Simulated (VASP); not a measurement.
Runs of VASP 6.6.1 on TaN. The structure is that of space group P-6m2 (No. 187), or close to it. The cells are those of the table. 

| task | level | potentials or basis | cell | second run | gap on the mesh (eV) | pressure (GPa) |
| --- | --- | --- | --- | --- | --- | --- |
| electric field gradients | r2SCAN | VASP PAW PBE potentials, release 64 (Ta_pv, N) | a = 2.920, b = 2.920, c = 2.871 Å, angles 90.0, 90.0, 120.0°, 2 atoms | - | none | 7.6 |
| electric field gradients | PBEsol | VASP PAW PBE potentials, release 64 (Ta_pv, N) | a = 2.940, b = 2.940, c = 2.890 Å, angles 90.0, 90.0, 120.0°, 2 atoms | - | none | -5.4 |
| single point | PBEsol | VASP PAW PBE potentials, release 64 (Ta_pv, N) | a = 2.940, b = 2.940, c = 2.890 Å, angles 90.0, 90.0, 120.0°, 2 atoms | - | none | -5.4 |
| electric field gradients | r2SCAN | VASP PAW PBE potentials, release 64 (Ta_pv, N) | a = 2.998, b = 2.998, c = 2.947 Å, angles 90.0, 90.0, 120.0°, 2 atoms | - | none | -18.6 |
| single point | LDA | VASP PAW LDA potentials, release 64 (Ta_pv, N) | a = 2.979, b = 2.979, c = 2.928 Å, angles 90.0, 90.0, 120.0°, 2 atoms | - | none | -23.0 |
| electric field gradients | r2SCAN | VASP PAW PBE potentials, release 64 (Ta_pv, N) | a = 2.940, b = 2.940, c = 2.890 Å, angles 90.0, 90.0, 120.0°, 2 atoms | - | none | 0.0 |
| electric field gradients | r2SCAN | VASP PAW PBE potentials, release 64 (Ta_pv, N) | a = 2.959, b = 2.959, c = 2.909 Å, angles 90.0, 90.0, 120.0°, 2 atoms | - | none | (a) |
| electric field gradients | LDA | VASP PAW LDA potentials, release 64 (Ta_pv, N) | a = 2.979, b = 2.979, c = 2.928 Å, angles 90.0, 90.0, 120.0°, 2 atoms | - | none | -23.0 |
| electric field gradients | PBE | VASP PAW PBE potentials, release 64 (Ta_pv, N) | a = 2.940, b = 2.940, c = 2.890 Å, angles 90.0, 90.0, 120.0°, 2 atoms | - | none | 4.0 |
| electric field gradients | LDA | VASP PAW LDA potentials, release 64 (Ta_pv, N) | a = 2.940, b = 2.940, c = 2.890 Å, angles 90.0, 90.0, 120.0°, 2 atoms | - | none | -11.1 |
| electric field gradients | LDA | VASP PAW LDA potentials, release 64 (Ta_sv_GW, N) | a = 2.940, b = 2.940, c = 2.890 Å, angles 90.0, 90.0, 120.0°, 2 atoms | valence_matched | none | (b) |

Alike in all rows: no spin polarisation; k mesh 13 × 13 × 11; cutoff (eV) 520; smearing fermi-dirac 0.05 eV.

Estimate the missing entries.

(a) -6.9; (b) -12.1.

Caveats: spin-orbit coupling is left out, which moves the levels of the heavy elements; the PAW data sets were made with another functional, which shifts forces and pressure a little (some runs).

A k mesh can miss the band edges, and the runs leave out spin-orbit coupling on Ta.

A gap of «none» marks levels without a gap at the run's occupations.

The runs don't all hold the same shells in valence.
